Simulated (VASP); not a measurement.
**Cd: single point with PBE**

The system is Cd.

```
Cd
1.0
     0.00000    2.28334    2.28334
     2.28334    0.00000    2.28334
     2.28334    2.28334    0.00000
Cd
1
Direct
  0.00000 0.00000 0.00000
```

This cell differs from its parent crystal: volume scaled by 1.04.

```yaml
Program: VASP 6.6.1
Task: single point
Functional: PBE
Potentials_or_basis: VASP PAW PBE potentials, release 64 (Cd)
Cutoff: 520 eV
k_mesh: 20 × 20 × 20
Occupations: fermi-dirac, width 0.1 eV
Spin: no spin polarisation
```

```
Pressure               : -1.4 GPa
Band gap on the k mesh : zero (band 6 reaches 3.92 eV, above the bottom of band 7 at 0.79 eV)
```

Levels at points of the mesh, in eV from the Fermi level:
| k point | band 2 | band 3 | band 4 | band 5 | band 6 | band 7 | band 8 | band 9 | band 10 | band 11 |
| --- | --- | --- | --- | --- | --- | --- | --- | --- | --- | --- |
| (0.00, 0.00, 0.00) | -8.91 | -8.91 | -8.53 | -8.53 | -8.15 | 13.60 | 14.11 | 14.11 | 14.11 | 17.36 |
| (0.50, 0.00, 0.00) | -8.90 | -8.90 | -8.22 | -8.22 | -1.97 | -1.43 | 11.79 | 11.79 | 12.73 | 15.60 |
| (0.50, 0.50, 0.00) | -9.35 | -8.24 | -8.14 | -8.14 | -0.57 | 1.09 | 6.51 | 6.51 | 10.41 | 10.49 |

Wall time 16 s on 1 thread of Intel(R) Xeon(R) 6975P-C (Granite Rapids), with other jobs on the host, peak memory 0.18 GiB.
